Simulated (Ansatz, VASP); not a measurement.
## Two plane-wave programs on In3Se

```
In Se
1.0
     4.80376    0.00000    0.00000
     0.00000    4.80376    0.00000
     0.00000    0.00000    4.80376
In Se
3 1
Direct
  0.00000 0.50000 0.50000
  0.50000 0.00000 0.50000
  0.50000 0.50000 0.00000
  0.00000 0.00000 0.00000
```

Alike in both runs: task relaxation of cell and atoms; functional PBEsol; k mesh 10 × 10 × 10; occupations gaussian, width 0.1 eV; no spin polarisation.

|  | VASP | Ansatz |
| --- | --- | --- |
| version | VASP 6.6.1 | Ansatz 0.2.0 |
| potentials or method | VASP PAW PBE potentials, release 64 (In_d, Se), cutoff 600 eV | scalar-relativistic, plane waves, PAW |
| valence electrons in the cell | 45 | 55 |

```tsv
	VASP	Ansatz	Ansatz less VASP
gap on the k mesh at the Fermi level, each at its own relaxed structure (eV)	none	none	-
relaxed volume (Å³/atom)	25.46	25.44	-0.023
relaxed cell length with the largest relative difference (Å)	4.670	4.668	-0.0014
```

VASP's potentials were made for PBE, not for PBEsol. A gap of «none» marks a metal or a gap that the smearing closes. VASP's potentials hold 45 valence electrons a cell and Ansatz's 55, so a difference there can come from the potentials and not from the codes.
